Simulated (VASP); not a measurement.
# NaScTe2 (Pmmn) in VASP: single point with r2SCAN+rVV10

Aim: the single point of NaScTe2 with r2SCAN+rVV10.

Program: VASP 6.6.1. These are calculated values, not measurements. Logs are shortened: lines on timing, memory, paths and dates and some standing lists are left out, and cuts for length are marked.

## (1) The cell of the first run

Symmetry: Pmmn, No. 59, orthorhombic system. The conventional cell has a = 4.177 Å, b = 6.018 Å, c = 9.057 Å, α = 90.00°, β = 90.00°, γ = 90.00°. Within 4.0 Å of Na (site symmetry mm2) lie 6 Te at 3.04 to 3.32 Å. Within 3.8 Å of Te (site symmetry mm2) lie 2 Sc at 2.87 Å and 4 Na at 3.04 to 3.19 Å. Within 3.9 Å of Te (site symmetry mm2) lie 4 Sc at 2.96 to 3.02 Å and 2 Na at 3.32 Å. Sc (site symmetry mm2) has 6 Te at 2.87 to 3.02 Å within 3.8 Å.

## (2) Single point, r2SCAN+rVV10

POSCAR reads:

```
NaScTe2
1.0
    4.1769310172      0.0000000000      0.0000000000
    0.0000000000      6.0182837288      0.0000000000
    0.0000000000      0.0000000000      9.0568832235
Na Te Sc
2 4 2
Direct
    0.0000000000      0.0000000000      0.8888010195
    0.5000000000      0.5000000000      0.1111989805
    0.0000000000      0.5000000000      0.8447924875
    0.5000000000      0.0000000000      0.1552075125
    0.0000000000      0.5000000000      0.3965059605
    0.5000000000      0.0000000000      0.6034940395
    0.0000000000      0.0000000000      0.3722118150
    0.5000000000      0.5000000000      0.6277881850
```

INCAR.step1 reads:

```
SYSTEM = NaScTe2
ALGO = Normal ; EDIFF = 1E-4
ENCUT = 520 ; GGA = PE
ISMEAR = -1 ; LASPH = .TRUE.
LCHARG = .FALSE. ; LREAL = .FALSE.
LWAVE = .TRUE. ; NBANDS = 40
NELM = 100 ; PREC = Accurate
SIGMA = 0.03
```

INCAR.step2 reads:

```
SYSTEM = NaScTe2
ALGO = Normal ; BPARAM = 11.95
CPARAM = 0.0093 ; EDIFF = 1E-6
ENCUT = 520 ; ISIF = 2
ISMEAR = -1 ; ISTART = 1
IVDW_NL = 2 ; LASPH = .TRUE.
LCHARG = .TRUE. ; LELF = .TRUE.
LMIXTAU = .TRUE. ; LREAL = .FALSE.
LUSE_VDW = .TRUE. ; LVHAR = .TRUE.
LWAVE = .FALSE. ; METAGGA = R2SCAN
NBANDS = 40 ; NELM = 100
PREC = Accurate ; SIGMA = 0.03
```

KPOINTS reads:

```
k-points
0
G
  6 4 4
  0 0 0
```

Potentials or basis: VASP PAW PBE potentials, release 64 (Na_pv, Te, Sc_sv).

On the command line:

```sh
$ cat potpaw_PBE.64/Na_pv/POTCAR potpaw_PBE.64/Te/POTCAR potpaw_PBE.64/Sc_sv/POTCAR > POTCAR
$ cp INCAR.step1 INCAR
$ mpirun -np 1 vasp_std > vasp.out
$ cp INCAR.step2 INCAR
$ mpirun -np 1 vasp_std > vasp.out
```

OUTCAR:

```text
SYSTEM = NaScTe2
   BPARAM = 11.95
   EDIFF = 1E-6
   ENCUT = 520
   ISIF = 2
   ISMEAR = -1
   ISTART = 1
   IVDW_NL = 2
   LASPH = .TRUE.
   LREAL = .FALSE.
   METAGGA = R2SCAN
   NELM = 100
   PREC = Accurate

 ion  position               nearest neighbor table
   1  0.000  0.000  0.889-   3 3.04   3 3.04   4 3.19   4 3.19
   2  0.500  0.500  0.111-   4 3.04   4 3.04   3 3.19   3 3.19
   3  0.000  0.500  0.845-   8 2.87   8 2.87   1 3.04   1 3.04   2 3.19   2 3.19
   4  0.500  0.000  0.155-   7 2.87   7 2.87   2 3.04   2 3.04   1 3.19   1 3.19
   5  0.000  0.500  0.397-   8 2.96   8 2.96   7 3.02   7 3.02
   6  0.500  0.000  0.603-   7 2.96   7 2.96   8 3.02   8 3.02
   7  0.000  0.000  0.372-   4 2.87   4 2.87   6 2.96   6 2.96   5 3.02   5 3.02
   8  0.500  0.500  0.628-   3 2.87   3 2.87   5 2.96   5 2.96   6 3.02   6 3.02

  LATTYP: Found a simple orthorhombic cell.
 ALAT       =     4.1769310172
 B/A-ratio  =     1.4408386694
 C/A-ratio  =     2.1683104620

  Lattice vectors:

 A1 = (   4.1769310172,   0.0000000000,   0.0000000000)
 A2 = (   0.0000000000,   6.0182837288,   0.0000000000)
 A3 = (   0.0000000000,   0.0000000000,   9.0568832235)

Analysis of symmetry for initial positions (statically):
=====================================================================
 Subroutine PRICEL returns:
 Original cell was already a primitive cell.

 Routine SETGRP: Setting up the symmetry group for a
 simple orthorhombic supercell.

 Subroutine GETGRP returns: Found  8 space group operations
 (whereof  4 operations were pure point group operations)
 out of a pool of  8 trial point group operations.

The static configuration has the point symmetry C_2v.
 The point group associated with its full space group is D_2h.

Analysis of symmetry for dynamics (positions and initial velocities):
=====================================================================
 Subroutine PRICEL returns:
 Original cell was already a primitive cell.

 Routine SETGRP: Setting up the symmetry group for a
 simple orthorhombic supercell.

 Subroutine GETGRP returns: Found  8 space group operations
 (whereof  4 operations were pure point group operations)
 out of a pool of  8 trial point group operations.

The dynamic configuration has the point symmetry C_2v.
 The point group associated with its full space group is D_2h.

 Subroutine INISYM returns: Found  8 space group operations
 (whereof  4 operations are pure point group operations),
 and found     1 'primitive' translations

----------------------------------------------------------------------------------------

                                     Primitive cell

[... 112 lines left out ...]
   PSTRESS=    0.0 pullay stress
   NELECT =      60.0000    total number of electrons
   NUPDOWN=      -1.0000    fix difference up-down
   EMIN   =  10.00;   EMAX   =-10.00  energy-range for DOS
   EFERMI =   0.00;   METHOD = LEGACY
   ISMEAR =    -1;   SIGMA  =   0.03  broadening in eV -4-tet -1-fermi 0-gaus
   EFERMI_NEDOS =   21; number of points for ismear=-14 and -15
   IALGO  =     38    algorithm
   IMIX   =      4    mixing-type and parameters
     AMIX     =   0.40;   BMIX     =  1.00
     AMIX_MAG =   1.60;   BMIX_MAG =  1.00
  volume/ion in A,a.u.               =      28.46       192.05
  Fermi-wavevector in a.u.,A,eV,Ry     =   1.049596  1.983450 14.988894  1.101653
  Thomas-Fermi vector in A             =   2.184565
   LORBIT       =      0    0 simple, 1 ext, 2 COOP (PROOUT), +10 PAW based schemes
   METAGGA = R2SCAN    functional components
   LHFCALC =     F    Hartree Fock is set to
   AEXX    =    0.0000 exact exchange contribution
   IVDW_NL    =     2    kernel type
   BPARAM     =11.9500
   IVDW    =     0    specifies the selected vdW correction
   LEPSILON=     F    determine dielectric tensor
   LRPA    =     F    only Hartree local field effects (RPA)
 non-spin polarized calculation
  energy-cutoff  :      520.00
  volume of cell :      227.67
 maximum number of plane-waves:      6176
 NGX is ok and might be reduce to    32
   NGX = 15   NGY = 23   NGZ = 33

 number of electron      59.9999989 magnetization

 Free energy of the ion-electron system (eV)
  ---------------------------------------------------
  ext. energy  EPLUGINS =         0.00000000
  ---------------------------------------------------
  free energy    TOTEN  =      -140.74996396 eV

  energy without entropy =     -140.74996394  energy(sigma->0) =     -140.74996395

 E-fermi :   4.5560     XC(G=0):  -9.4074

 val. band max:        4.1284463397   @ k =   0.0000   0.0000   0.0000
 cond. band min:       5.0086750103   @ k =   0.5000   0.0000   0.0000
 fundamental gap:      0.8802286706
 Fermi energy:         4.5559700616

 k-point     1 :       0.0000    0.0000    0.0000
  band No.  band energies     occupation
      1     -48.2641      2.00000
      2     -48.2632      2.00000
      3     -25.9673      2.00000
      4     -25.9575      2.00000
      5     -25.8679      2.00000
      6     -25.8621      2.00000
[... 1021 lines left out ...]
     39       7.4323      0.00000
     40       7.4323      0.00000

 [... further k-points ...]

------------------------ aborting loop because EDIFF is reached ----------------------------------------

  FORCE on cell =-STRESS in cart. coord.  units (eV):
  Direction    XX          YY          ZZ          XY          YZ          ZX
  --------------------------------------------------------------------------------------
  -------------------------------------------------------------------------------------
  Total        0.4047880      0.2982903      0.2162814      0.0000000      0.0000000      0.0000000
  in kB        2.8485867      2.0991380      1.5220225      0.0000000      0.0000000      0.0000000
  external PRESSURE =       2.1565824 kB  Pullay stress =       0.0000000 kB

 VOLUME and BASIS-vectors are now :
 -----------------------------------------------------------------------------
  energy-cutoff  :      520.00
  volume of cell :      227.67
      direct lattice vectors                 reciprocal lattice vectors
     4.176931017  0.000000000  0.000000000     0.239410226  0.000000000  0.000000000
     0.000000000  6.018283729  0.000000000     0.000000000  0.166160328  0.000000000
     0.000000000  0.000000000  9.056883223     0.000000000  0.000000000  0.110413260

 POSITION                                       TOTAL-FORCE (eV/Angst)
 -----------------------------------------------------------------------------------
      0.00000      0.00000      8.04977         0.000000      0.000000     -0.001115
      2.08847      3.00914      1.00712         0.000000      0.000000      0.001115
      0.00000      3.00914      7.65119         0.000000      0.000000      0.040870
      2.08847      0.00000      1.40570         0.000000      0.000000     -0.040870
      0.00000      3.00914      3.59111         0.000000      0.000000     -0.035170
      2.08847      0.00000      5.46578         0.000000      0.000000      0.035170
      0.00000      0.00000      3.37108         0.000000      0.000000     -0.003290
      2.08847      3.00914      5.68580         0.000000      0.000000      0.003290
 -----------------------------------------------------------------------------------
    total drift:                                0.000000      0.000000      0.000000

  FREE ENERGIE OF THE ION-ELECTRON SYSTEM (eV)
  ---------------------------------------------------
  free  energy   TOTEN  =      -140.7499639553 eV

  energy  without entropy=     -140.7499639390  energy(sigma->0) =     -140.74996395
```

It took 12 min on 1 thread of Intel Xeon 6975P-C (Granite Rapids), shared host; peak memory 0.91 GiB.

What came out:

| Property | Result |
| --- | --- |
| Free energy | -140.7500 eV |
| Pressure | 0.2 GPa |
| Largest force | 0.041 eV/Å |
| Band gap on the k mesh | 0.88 eV (least direct gap 0.90 eV) |

Forces in eV/Å, atoms in the order of the input:
```
Na   0.000  0.000 -0.001
Na   0.000  0.000  0.001
Te   0.000  0.000  0.041
Te   0.000  0.000 -0.041
Te   0.000  0.000 -0.035
Te   0.000  0.000  0.035
Sc   0.000  0.000 -0.003
Sc   0.000  0.000  0.003
```

Caveat: the PAW data sets were made with another functional, which shifts forces and pressure a little; spin-orbit coupling is left out, which moves the levels of the heavy elements. A k mesh can miss the band edges.
